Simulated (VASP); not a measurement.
Runs of VASP 6.6.1 on Cr. The typed cell holds 1 atom: a = 2.564 Å, b = 2.575 Å, c = 2.614 Å, α = 60.73°, β = 61.16°, γ = 60.86°. 

```tsv
spin	fixed moment (μB)	k mesh	pressure (GPa)	moment (μB)
off	-	12 × 12 × 12	-10.5	-
collinear, zero start	0.0	10 × 10 × 10	-10.5	0.00
collinear, ferromagnetic start	2.2	10 × 10 × 10	12.4	2.20
collinear, ferromagnetic start	1.5	10 × 10 × 10	0.0	1.50
collinear, ferromagnetic start	0.8	10 × 10 × 10	(a)	0.80
```

Alike in all rows: task single point; level PBE; potentials or basis VASP PAW PBE potentials, release 64 (Cr_pv); cell as given; cutoff (eV) 520; smearing fermi-dirac 0.05 eV.

Problem. Fill in the values left out.

Solution. (a) -8.2.

Caveats: the total moment is fixed, so each spin has its own Fermi level (at least some runs); the cell stands under tension (at least some runs); the cell stands under pressure (at least some runs).
